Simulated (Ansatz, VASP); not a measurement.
# TiTe2 in VASP and in Ansatz

```
Ti Te
1.0
     3.77700    0.00000    0.00000
    -1.88850    3.27098    0.00000
     0.00000    0.00000    6.49800
Ti Te
1 2
Cartesian
  0.0000 0.0394 -0.0308
  1.8885 1.0903 1.7077
  0.0000 2.1807 4.7903
```

Change from the starting cell: all Ti atoms moved -0.050 Å, as atom 1 towards its neighbour atom 2 (Te) at 2.770 Å.

Alike in both runs: task single point; functional PBE; k mesh 12 × 12 × 8; occupations gaussian, width 0.15 eV; no spin polarisation.

|  | VASP | Ansatz |
| --- | --- | --- |
| version | VASP 6.6.1 | Ansatz 0.2.0 |
| potentials or method | VASP PAW PBE potentials, release 64 (Ti_sv, Te), cutoff 520 eV | scalar-relativistic, plane waves, PAW |
| valence electrons in the cell | 24 | 44 |

VASP gave:

| Quantity | Value |
| --- | --- |
| gap on the k mesh at the Fermi level (eV) | none |
| pressure (GPa) | 1.0 |
| traceless stress, the component that is largest in VASP (GPa) | 0.65 |
| rms of the force components (eV/Å) | 0.151 |

Q: What did Ansatz give for the same quantities?

A: gap on the k mesh at the Fermi level (eV): none; pressure (GPa): 1.0; traceless stress, the component that is largest in VASP (GPa): 0.64; rms of the force components (eV/Å): 0.150.

Atom by atom the forces differ by 0.005 eV/Å (rms over components). A gap of «none» marks a metal or a gap that the smearing closes. VASP's potentials hold 24 valence electrons a cell and Ansatz's 44, so a difference there can come from the potentials and not from the codes.

Spin-orbit coupling is off throughout.
